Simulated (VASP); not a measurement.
## Si2Mo: single point with r2SCAN+rVV10

The system is Si2Mo.

```xyz
3
Lattice="-1.5983 1.5983 3.9046 1.5983 -1.5983 3.9046 1.5983 1.5983 -3.9046" Properties=species:S:1:pos:R:3 pbc="T T T"
Si    0.0000    0.0000    2.6184
Si    0.0000    0.0000    5.1909
Mo    0.0000    0.0000    0.0000
```

```json
{
 "Program": "VASP 6.6.1",
 "Task": "single point",
 "Functional": "r2SCAN",
 "Dispersion": "rVV10",
 "Potentials or basis": "VASP PAW PBE potentials, release 64 (Si, Mo_sv)",
 "Cutoff": "520 eV",
 "k mesh": "11 × 11 × 11",
 "Occupations": "fermi-dirac, width 0.05 eV",
 "Spin": "no spin polarisation",
 "Dipole correction": "no",
 "Further INCAR settings": "ALGO = Normal; EDIFF = 1e-06; NBANDS = 18"
}
```

```yaml
Pressure: 0.6 GPa
Largest_force: 0.010 eV/Å
Band_gap_on_the_k_mesh: zero (band 11 reaches 12.84 eV, above the bottom of band 12 at 11.96 eV)
```

Forces in eV/Å, atoms in the order of the input:
```
Si   0.000  0.000 -0.010
Si   0.000  0.000  0.010
Mo   0.000  0.000  0.000
```

Levels at points of the mesh, in eV from the Fermi level:
```tsv
k point	band 7	band 8	band 9	band 10	band 11	band 12	band 13	band 14	band 15	band 16
(0.00, 0.00, 0.00)	-3.42	-3.11	-2.78	-2.78	0.40	3.42	3.54	3.72	3.72	4.50
```

Wall time 6.8 min on 1 thread of Intel(R) Xeon(R) Platinum 8375C CPU @ 2.90GHz (Ice Lake), on a shared host, peak memory 0.44 GiB.

Caveat: the PAW data sets were made with another functional, which shifts forces and pressure a little.
